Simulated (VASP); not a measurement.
Write the native input for VASP 6.6.1 that does the following.

| Property | Result |
| --- | --- |
| Task | single point |
| Functional | LDA |
| Potentials or basis | VASP PAW LDA potentials, release 64 (K_sv, Cl) |
| Cutoff | 520 eV |
| k mesh | 7 × 7 × 7 |
| Occupations | fermi-dirac, width 0.03 eV |
| Spin | no spin polarisation |
| Dipole correction | no |
| Further INCAR settings | ALGO = Normal; EDIFF = 1e-07; NBANDS = 15 |

The structure of KCl lies in POSCAR:

```
KCl
1.0
    0.0000000000      3.1561000000      3.0614170000
    3.1561000000      0.0000000000      3.0614170000
    3.1561000000      3.1561000000      0.0000000000
K Cl
1 1
Direct
    0.0000000000      0.0000000000      0.0000000000
    0.5000000000      0.5000000000      0.5000000000
```

This cell differs from its parent crystal: zz strain of -3 %.

One way to write it, as run:

INCAR

```
PREC = Accurate ; ENCUT = 520
EDIFF = 1E-7 ; ISMEAR = -1
SIGMA = 0.03 ; LREAL = False
LASPH = True ; NELM = 80
ALGO = Normal ; ISIF = 2
LWAVE = False ; LCHARG = True
LELF = True ; LVHAR = True
NBANDS = 15
```

KPOINTS

```
regular mesh
0
Gamma
  7 7 7
```

Potentials or basis: VASP PAW LDA potentials, release 64 (K_sv, Cl).

The run is started by

```console
$ cat potpaw_LDA.64/K_sv/POTCAR potpaw_LDA.64/Cl/POTCAR > POTCAR
$ mpirun -np 1 vasp_std > vasp.out
```

It gave:

| Quantity | Value |
| --- | --- |
| Pressure | -1.5 GPa |
| Band gap on the k mesh | 4.80 eV |

Caveat: the cell differs from its parent crystal (zz strain of -3 %).

It took 35 s on 1 thread of Intel(R) Xeon(R) Platinum 8259CL CPU @ 2.50GHz (Skylake/Cascade Lake), with other jobs on the host, peak memory 0.18 GiB.
